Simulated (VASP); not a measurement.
A run of VASP 6.6.1 is set up as follows.

Contents of INCAR:

```
SYSTEM = In2Au
ALGO = Normal
EDIFF = 1E-6
ENCUT = 520
ISIF = 2
ISMEAR = -1
LASPH = .True.
LCHARG = .True.
LELF = .True.
LREAL = .False.
LVHAR = .True.
LWAVE = .False.
NBANDS = 26
NELM = 80
PREC = Accurate
SIGMA = 0.05
```

File KPOINTS:

```
k-points
0
Gamma
  10 10 10
  0 0 0
```

The input POSCAR:

```
In2Au
1.0
    0.0000000000      3.1859800000      3.2510000000
    3.1859800000      0.0000000000      3.2510000000
    3.1859800000      3.1859800000      0.0000000000
In Au
2 1
Direct
    0.2500000000      0.2500000000      0.2500000000
    0.7500000000      0.7500000000      0.7500000000
    0.0000000000      0.0000000000      0.0000000000
```

Potentials or basis: VASP PAW LDA potentials, release 64 (In_d, Au).

Command:

```bash
$ cat potpaw_LDA.64/In_d/POTCAR potpaw_LDA.64/Au/POTCAR > POTCAR
$ mpirun -np 1 vasp_std > vasp.out
```

(1) Estimate the band gap on the k mesh.

(2) Predict the pressure.

Results:

(1) zero (an odd number of electrons rules out a gap without spin polarisation).

(2) 2.0 GPa.

Caveat: the cell differs from its parent crystal (equal xx and yy strain of -2 %); spin-orbit coupling is left out, which moves the levels of the heavy elements.
